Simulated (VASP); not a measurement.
# MgTiF4 (P4/mmm) in VASP: single point with PBE

Aim: the single point of MgTiF4 with PBE.

Everything below comes from runs of VASP 6.6.1. Logs are shortened: lines on timing, memory, paths and dates and some standing lists are left out, and cuts for length are marked.

**1. The cell of the first run**

Symmetry: P4/mmm, No. 123, tetragonal system. Conventional cell: a = 3.603 Å, b = 3.603 Å, c = 5.113 Å, α = 90.00°, β = 90.00°, γ = 90.00°. Mg (site symmetry 4/mmm) has 8 F at 2.19 Å within 2.9 Å. Within 2.9 Å of Ti (site symmetry 4/mmm) lie 8 F at 2.22 Å. F (site symmetry 2mm) has 2 Mg at 2.19 Å and 2 Ti at 2.22 Å and 6 F at 2.50 to 2.61 Å within 2.9 Å.

**2. Single point, PBE, collinear spin, ferromagnetic start**

Contents of INCAR:

```
ALGO = Normal
EDIFF = 1E-6
ENCUT = 520
GGA = PE
ISIF = 2
ISMEAR = 0
ISPIN = 2
LASPH = True
LCHARG = True
LELF = True
LMAXMIX = 4
LORBIT = 11
LREAL = False
LVHAR = True
LWAVE = False
MAGMOM = 0 1.58 0 0 0 0
NBANDS = 34
NELM = 150
PREC = Accurate
SIGMA = 0.01
```

Contents of KPOINTS:

```
k-points
0
Gamma
  10 10 8
```

Contents of POSCAR:

```
MgTiF4
1.0
    3.6030380000      0.0000000000      0.0000000000
    0.0000000000      3.6030380000      0.0000000000
    0.0000000000      0.0000000000      5.1133740000
Mg Ti F
1 1 4
Direct
    0.0000000000      0.0000000000      0.5000000000
    0.5000000000      0.5000000000      0.0000000000
    0.5000000000      0.0000000000      0.2552090000
    0.5000000000      0.0000000000      0.7447910000
    0.0000000000      0.5000000000      0.7447910000
    0.0000000000      0.5000000000      0.2552090000
```

Potentials or basis: VASP PAW PBE potentials, release 64 (Mg, Ti_sv, F).

Launch:

```console
$ cat potpaw_PBE.64/Mg/POTCAR potpaw_PBE.64/Ti_sv/POTCAR potpaw_PBE.64/F/POTCAR > POTCAR
$ mpirun -np 1 vasp_std > vasp.out
```

OUTCAR:

```text
EDIFF = 1E-6
   ENCUT = 520
   GGA = PE
   ISIF = 2
   ISMEAR = 0
   ISPIN = 2
   LASPH = True
   LORBIT = 11
   LREAL = False
   NELM = 150
   PREC = Accurate

 ion  position               nearest neighbor table
   1  0.000  0.000  0.500-   3 2.19   4 2.19   5 2.19   6 2.19   5 2.19   6 2.19   3 2.19   4 2.19

   2  0.500  0.500  0.000-   3 2.22   4 2.22   5 2.22   6 2.22   3 2.22   4 2.22   5 2.22   6 2.22

   3  0.500  0.000  0.255-   1 2.19   1 2.19   2 2.22   2 2.22
   4  0.500  0.000  0.745-   1 2.19   1 2.19   2 2.22   2 2.22
   5  0.000  0.500  0.745-   1 2.19   1 2.19   2 2.22   2 2.22
   6  0.000  0.500  0.255-   1 2.19   1 2.19   2 2.22   2 2.22

  LATTYP: Found a simple tetragonal cell.
 ALAT       =     3.6030380000
 C/A-ratio  =     1.4191840330

  Lattice vectors:

 A1 = (   3.6030380000,   0.0000000000,   0.0000000000)
 A2 = (   0.0000000000,   3.6030380000,   0.0000000000)
 A3 = (   0.0000000000,   0.0000000000,   5.1133740000)

Analysis of symmetry for initial positions (statically):
=====================================================================
 Subroutine PRICEL returns:
 Original cell was already a primitive cell.

 Routine SETGRP: Setting up the symmetry group for a
 simple tetragonal supercell.

 Subroutine GETGRP returns: Found 16 space group operations
 (whereof 16 operations were pure point group operations)
 out of a pool of 16 trial point group operations.

The static configuration has the point symmetry D_4h.

Analysis of symmetry for dynamics (positions and initial velocities):
=====================================================================
 Subroutine PRICEL returns:
 Original cell was already a primitive cell.

 Routine SETGRP: Setting up the symmetry group for a
 simple tetragonal supercell.

 Subroutine GETGRP returns: Found 16 space group operations
 (whereof 16 operations were pure point group operations)
 out of a pool of 16 trial point group operations.

The dynamic configuration has the point symmetry D_4h.

Analysis of structural, dynamic, and magnetic symmetry:
=====================================================================
 Subroutine PRICEL returns:
 Original cell was already a primitive cell.

 Routine SETGRP: Setting up the symmetry group for a
 simple tetragonal supercell.

 Subroutine GETGRP returns: Found 16 space group operations
 (whereof 16 operations were pure point group operations)
 out of a pool of 16 trial point group operations.

The overall configuration has the point symmetry D_4h.

 Subroutine INISYM returns: Found 16 space group operations
[... 142 lines left out ...]
   NGX = 13   NGY = 13   NGZ = 19

 number of electron      42.0000026 magnetization       1.9999129

 Free energy of the ion-electron system (eV)
  ---------------------------------------------------
  ext. energy  EPLUGINS =         0.00000000
  ---------------------------------------------------
  free energy    TOTEN  =       -34.86107707 eV

  energy without entropy =      -34.86107707  energy(sigma->0) =      -34.86107707

 E-fermi :   6.7598     XC(G=0): -10.3355

 val. band max:        6.6794490285   @ k =   0.5000   0.5000   0.5000
 cond. band min:       6.8458083723   @ k =   0.0000   0.0000   0.0000
 fundamental gap:      0.1663593438
 Fermi energy:         6.7597781042

 spin component 1

 k-point     1 :       0.0000    0.0000    0.0000
  band No.  band energies     occupation
      1     -51.3553      1.00000
      2     -27.7739      1.00000
      3     -27.6795      1.00000
      4     -27.6794      1.00000
      5     -20.4789      1.00000
      6     -19.7513      1.00000
[... 853 lines left out ...]
     32      16.6851      0.00000
     33      17.4917      0.00000

 [... further k-points ...]

 spin component 2

 k-point     1 :       0.0000    0.0000    0.0000
  band No.  band energies     occupation
      1     -49.7541      1.00000
      2     -26.2112      1.00000
      3     -26.0800      1.00000
      4     -26.0800      1.00000
      5     -20.4562      1.00000
      6     -19.7021      1.00000
[... 853 lines left out ...]
     32      17.2791      0.00000
     33      18.1373      0.00000

 [... further k-points ...]

 [bands above 33 left out]

------------------------ aborting loop because EDIFF is reached ----------------------------------------

  FORCE on cell =-STRESS in cart. coord.  units (eV):
  Direction    XX          YY          ZZ          XY          YZ          ZX
  --------------------------------------------------------------------------------------
  -------------------------------------------------------------------------------------
  Total       -0.1221562     -0.1221562     -0.1940757      0.0000000     -0.0000000      0.0000000
  in kB       -2.9483626     -2.9483626     -4.6842106      0.0000000     -0.0000000      0.0000000
  external PRESSURE =      -3.5269786 kB  Pullay stress =       0.0000000 kB

 VOLUME and BASIS-vectors are now :
 -----------------------------------------------------------------------------
  energy-cutoff  :      520.00
  volume of cell :       66.38
      direct lattice vectors                 reciprocal lattice vectors
     3.603038000  0.000000000  0.000000000     0.277543562  0.000000000  0.000000000
     0.000000000  3.603038000  0.000000000     0.000000000  0.277543562  0.000000000
     0.000000000  0.000000000  5.113374000     0.000000000  0.000000000  0.195565589

 POSITION                                       TOTAL-FORCE (eV/Angst)
 -----------------------------------------------------------------------------------
      0.00000      0.00000      2.55669         0.000000      0.000000      0.000000
      1.80152      1.80152      0.00000         0.000000      0.000000      0.000000
      1.80152      0.00000      1.30498        -0.000000      0.000000      0.183759
      1.80152      0.00000      3.80839         0.000000      0.000000     -0.183759
      0.00000      1.80152      3.80839        -0.000000     -0.000000     -0.183759
      0.00000      1.80152      1.30498         0.000000     -0.000000      0.183759
 -----------------------------------------------------------------------------------
    total drift:                                0.000000      0.000000     -0.000000

  FREE ENERGIE OF THE ION-ELECTRON SYSTEM (eV)
  ---------------------------------------------------
  free  energy   TOTEN  =       -34.8610770723 eV

  energy  without entropy=      -34.8610770723  energy(sigma->0) =      -34.86107707

 total charge

# of ion       s       p       d       tot
------------------------------------------
    1        0.097   0.104   0.045   0.246
    2        2.084   6.048   2.022  10.154
    3        1.734   4.395   0.000   6.129
    4        1.734   4.395   0.000   6.129
    5        1.734   4.395   0.000   6.129
    6        1.734   4.395   0.000   6.129
--------------------------------------------------
tot          9.116  23.732   2.067  34.915

 magnetization (x)

# of ion       s       p       d       tot
------------------------------------------
    1        0.003   0.001   0.000   0.004
    2        0.008   0.007   1.670   1.684
    3       -0.000   0.004   0.000   0.003
    4       -0.000   0.004   0.000   0.003
    5       -0.000   0.004   0.000   0.003
    6       -0.000   0.004   0.000   0.003
--------------------------------------------------
tot          0.010   0.022   1.670   1.702
```

OSZICAR:

```text
N       E                     dE             d eps       ncg     rms          rms(c)
DAV:   1     0.450607033191E+03    0.45061E+03   -0.21612E+04 14312   0.132E+03
DAV:   2     0.778103097967E+01   -0.44283E+03   -0.41667E+03 15170   0.387E+02
DAV:   3    -0.356019505991E+02   -0.43383E+02   -0.42613E+02 19248   0.124E+02
DAV:   4    -0.378721303053E+02   -0.22702E+01   -0.22391E+01 20498   0.208E+01
DAV:   5    -0.379397504297E+02   -0.67620E-01   -0.67569E-01 16106   0.298E+00    0.140E+01
DAV:   6    -0.350122265747E+02    0.29275E+01   -0.22183E+01 17746   0.366E+01    0.789E+00
DAV:   7    -0.348546668263E+02    0.15756E+00   -0.13670E+00 15922   0.109E+01    0.389E+00
DAV:   8    -0.348431599686E+02    0.11507E-01   -0.24056E-01 17272   0.365E+00    0.221E+00
DAV:   9    -0.348591388957E+02   -0.15979E-01   -0.76640E-02 16098   0.196E+00    0.576E-01
DAV:  10    -0.348594873537E+02   -0.34846E-03   -0.15186E-02 16476   0.110E+00    0.230E-01
DAV:  11    -0.348605073901E+02   -0.10200E-02   -0.10168E-03 16022   0.219E-01    0.979E-02
DAV:  12    -0.348609327789E+02   -0.42539E-03   -0.29461E-04 14946   0.142E-01    0.500E-02
DAV:  13    -0.348610597078E+02   -0.12693E-03   -0.11572E-04 15304   0.589E-02    0.216E-02
DAV:  14    -0.348610750202E+02   -0.15312E-04   -0.15366E-05 15776   0.276E-02    0.489E-03
DAV:  15    -0.348610765089E+02   -0.14887E-05   -0.19737E-06 14864   0.936E-03    0.307E-03
DAV:  16    -0.348610770723E+02   -0.56340E-06   -0.62677E-07 12082   0.543E-03
   1 F= -.34861077E+02 E0= -.34861077E+02  d E =-.333700E-33  mag=     2.0000
```

stdout:

```text
POSCAR found type information on POSCAR MgTiF
 POSCAR found :  3 types and       6 ions
 scaLAPACK will be used
 LDA part: xc-table for (Slater+PW92), standard interpolation
 POSCAR, INCAR and KPOINTS ok, starting setup
 FFT: planning ... GRIDC
 FFT: planning ... GRID_SOFT
 FFT: planning ... GRID
 WAVECAR not read
 entering main loop
```

Run time: 5.1 min. Hardware: 1 thread of Intel Xeon Platinum 8375C at 2.90GHz (Ice Lake), shared host; peak memory 0.45 GiB.

What came out:

| Quantity | Value |
| --- | --- |
| Free energy | -34.8611 eV |
| Pressure | -0.4 GPa |
| Largest force | 0.184 eV/Å |
| Band gap on the k mesh | 0.17 eV, indirect (least direct gap 0.38 eV) |
| Net moment | 2.00 μB per cell |
| Site moments | Mg +0.00; Ti +1.68; F +0.00 μB |
| Valence electrons inside the program's atomic spheres | Mg 0.25; Ti 10.15; F 6.13 |

Forces on the atoms (eV/Å):
```
Mg   0.000  0.000  0.000
Ti   0.000  0.000  0.000
F    0.000  0.000  0.184
F    0.000  0.000 -0.184
F    0.000  0.000 -0.184
F    0.000  0.000  0.184
```

Stress tensor (GPa, compression positive):
```
-0.29  0.00  0.00
 0.00 -0.29  0.00
 0.00  0.00 -0.47
```
